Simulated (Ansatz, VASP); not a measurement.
# One calculation of ZnGe3, two programs

The input INCAR:

```
PREC     = Accurate       # precision mode
ENCUT    = 600            # plane-wave cutoff, eV
EDIFF    = 1E-7           # SCF threshold, eV
ISMEAR   = 0              # smearing method
SIGMA    = 0.1            # smearing width, eV
LREAL    = False          # projectors in reciprocal space
LASPH    = True           # aspherical terms in the spheres
NELM     = 100            # most SCF steps
ALGO     = Normal         # electronic algorithm
ISIF     = 3              # what is computed and relaxed
LWAVE    = False          # write WAVECAR
LCHARG   = False          # write CHGCAR
GGA      = PE             # functional
IBRION   = 2              # ionic algorithm
NSW      = 100            # ionic steps
EDIFFG   = -0.01          # ionic threshold
```

KPOINTS

```
regular mesh
0
Gamma
  12 12 12
```

The input POSCAR:

```
ZnGe3
1.0
    4.1939714021      0.0000000000      0.0000000000
    0.0000000000      4.1939714021      0.0000000000
    0.0000000000      0.0000000000      4.1939714021
Zn Ge
1 3
Direct
    0.0000000000      0.0000000000      0.0000000000
    0.0000000000      0.5000000000      0.5000000000
    0.5000000000      0.0000000000      0.5000000000
    0.5000000000      0.5000000000      0.0000000000
```

Input for Ansatz:

```yaml
crystal:
  lattice:
    - [4.1939714021, 0.0, 0.0]
    - [0.0, 4.1939714021, 0.0]
    - [0.0, 0.0, 4.1939714021]
  atoms:
    - { symbol: Zn, position: [0.0, 0.0, 0.0] }
    - { symbol: Ge, position: [0.0, 0.5, 0.5] }
    - { symbol: Ge, position: [0.5, 0.0, 0.5] }
    - { symbol: Ge, position: [0.5, 0.5, 0.0] }
basis:
  ecutwfc: 420
kpoints:
  mp_grid: { grid: [12, 12, 12] }
hamiltonian:
  xc: pbe
scf:
  occupations: { method: gaussian, width: 0.1 }
output:
  forces: true
  stress: true
  eigenvalues: true
relax:
  adjacent_minimum: "off"
  f_tol: 0.01
  max_steps: 80
  cell: { stress_tol: 0.05 }
```

Alike in both runs: task relaxation of cell and atoms; functional PBE; k mesh 12 × 12 × 12; occupations gaussian, width 0.1 eV; no spin polarisation.

|  | VASP | Ansatz |
| --- | --- | --- |
| version | VASP 6.6.1 | Ansatz 0.2.0 |
| potentials or method | VASP PAW PBE potentials, release 64 (Zn, Ge_d), cutoff 600 eV | scalar-relativistic, plane waves, PAW |
| valence electrons in the cell | 54 | 54 |

|  | VASP | Ansatz | Ansatz less VASP |
| --- | --- | --- | --- |
| gap on the k mesh at the Fermi level, each at its own relaxed structure (eV) | none | none | - |
| relaxed volume (Å³/atom) | 18.71 | 18.68 | -0.030 |
| relaxed cell length with the largest relative difference (Å) | 4.214 | 4.212 | -0.0022 |

A gap of «none» marks a metal or a gap that the smearing closes.
